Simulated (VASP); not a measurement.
The system is As.

```
As
1.0
     3.17536    0.00000    0.00000
    -1.58768    2.74994    0.00000
     0.00000    0.00000    4.91924
As
2
Direct
  0.00000 0.00000 0.76869
  0.00000 0.00000 0.23131
```

The cell was built from a structure type or drawn by symmetry, and may not be a known phase.

- Program: VASP 6.6.1
- Task: relaxation of cell and atoms
- Functional: PBE
- Potentials or basis: VASP PAW PBE potentials, release 64 (As)
- Cutoff: 600 eV
- k mesh: 6 × 6 × 4
- Occupations: gaussian, width 0.1 eV
- Spin: no spin polarisation

At the start: pressure 1.9 GPa; volume 21.48 Å³/atom.

Q: How do energy, volume and symmetry change on relaxing?

A: Over 11 steps the energy falls by 325.6 meV/atom and the volume is 19.85 Å³/atom (-7.6 %); space group P6/mmm (No. 191, to 0.1 Å) before and after.

Step by step:
| step | energy change (eV) | largest force (eV/Å) | pressure (GPa) | volume (Å³) |
| --- | --- | --- | --- | --- |
| 1 | 0.0000 | 1.7214 | 1.89 | 42.95 |
| 2 | -0.5241 | 0.1194 | -7.01 | 44.19 |
| 3 | -0.5305 | 0.0303 | -7.14 | 44.27 |
| 4 | -0.5645 | 0.0203 | 3.45 | 38.47 |
| 5 | -0.6295 | 0.0268 | -2.17 | 40.86 |
| 6 | -0.6473 | 0.0710 | 1.09 | 39.15 |
| 7 | -0.6506 | 0.0696 | 0.02 | 39.65 |
| 8 | -0.6506 | 0.0712 | 0.09 | 39.62 |
| 9 | -0.6506 | 0.0721 | 0.14 | 39.59 |
| 10 | -0.6510 | 0.0510 | 0.02 | 39.64 |
| 11 | -0.6512 | 0.0192 | -0.10 | 39.70 |

Final structure:
```xyz
2
Lattice="2.9132 0.0000 0.0000 -1.4566 2.5229 0.0000 0.0000 0.0000 5.4021" Properties=species:S:1:pos:R:3 pbc="T T T"
As    0.0000    0.0000    4.0337
As    0.0000    0.0000    1.3683
```

Caveat: the k points lie up to 0.42 Å⁻¹ apart in the final cell, too coarse for converged energies and pressures of a metal.
